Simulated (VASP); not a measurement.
Hf:

```
Hf
1.0
     3.11840    0.00000    0.00000
    -1.55920    2.70061    0.00000
     0.00000    0.00000    4.94755
Hf
2
Cartesian
  0.0000 1.8004 1.2369
  1.5592 0.9002 3.7107
```

Base run:

```yaml
Program: VASP 6.6.1
Functional: LDA
Potentials_or_basis: VASP PAW LDA potentials, release 64 (Hf_pv)
Cutoff: 520 eV
k_mesh: 12 × 12 × 7
Occupations: gaussian, width 1 eV
Spin: no spin polarisation
```

Its results: band gap on the k mesh zero (bands 10 and 11 overlap by 1.39 eV); pressure 2.1 GPa.

The run is repeated on the same cell with these changes: occupations from gaussian, width 1 eV to gaussian, width 0.01 eV. What comes out?

Band gap on the k mesh zero (bands 10 and 11 overlap by 1.41 eV); pressure 0.2 GPa.

Caveats: spin-orbit coupling is left out, which moves the levels of the heavy elements; so wide a smearing shifts energies and pressures (at least some runs).
